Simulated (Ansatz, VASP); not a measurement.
# MgO in VASP and in Ansatz

POSCAR

```
MgO
1.0
    2.9380209000      0.0000000000      0.0000000000
   -1.4690104500      2.5444007400      0.0000000000
    0.0000000000      0.0000000000      2.6796800000
Mg O
1 1
Direct
    0.0000000000      0.0000000000      0.0000000000
    0.3333333333      0.6666666667      0.5000000000
```

File INCAR.step1:

```
SYSTEM = MgO
PREC = Accurate ; ENCUT = 660
ISMEAR = 0 ; SIGMA = 0.01
LREAL = .FALSE. ; LASPH = .TRUE.
NELM = 120 ; NBANDS = 15
GGA = PE ; ALGO = Normal
EDIFF = 1E-5 ; LWAVE = .TRUE.
LCHARG = .FALSE. ; GGA_COMPAT = .FALSE.
```

File INCAR.step2:

```
SYSTEM = MgO
PREC = Accurate ; ENCUT = 660
EDIFF = 1E-6 ; ISMEAR = 0
SIGMA = 0.01 ; LREAL = .FALSE.
LASPH = .TRUE. ; NELM = 120
ALGO = Normal ; ISIF = 2
LWAVE = .FALSE. ; LCHARG = .FALSE.
METAGGA = R2SCAN ; LMIXTAU = .TRUE.
NBANDS = 15 ; ISTART = 1
GGA_COMPAT = .FALSE.
```

File KPOINTS:

```
Automatic mesh
0
G
  12 12 8
  0 0 0
```

Input for Ansatz:

```yaml
crystal:
  lattice:
    - [2.9380209, 0.0, 0.0]
    - [-1.46901045, 2.54440074, 0.0]
    - [0.0, 0.0, 2.67968]
  atoms:
    - { symbol: Mg, position: [0.0, 0.0, 0.0] }
    - { symbol: O, position: [0.3333333333333333, 0.6666666666666666, 0.5] }
kpoints:
  mp_grid:
    grid: [12, 12, 8]
    shift: [0.0, 0.0, 0.0]
hamiltonian:
  xc: r2scan
scf:
  occupations:
    method: fixed
output:
  stress: true
  eigenvalues: true
```

Alike in both runs: task single point; functional r2SCAN; k mesh 12 × 12 × 8; no spin polarisation.

```csv
,VASP,Ansatz
version,VASP 6.6.1,Ansatz 0.2.0
potentials or method,"VASP PAW PBE potentials, release 64 (Mg_sv, O)","plane waves, PAW"
plane-wave cutoff (eV),660,500
occupations,"gaussian, width 0.01 eV",fixed
valence electrons in the cell,16,16
```

Ansatz gave:

| Quantity | Value |
| --- | --- |
| gap on the k mesh at the Fermi level (eV) | 3.78 |
| pressure (GPa) | -5.2 |
| traceless stress, the component that is largest in VASP (GPa) | -0.55 |

Task: Which values does VASP return?

Result: gap on the k mesh at the Fermi level (eV): 3.81; pressure (GPa): -5.8; traceless stress, the component that is largest in VASP (GPa): -0.46.

VASP's potentials were made for PBE, not for r2SCAN.
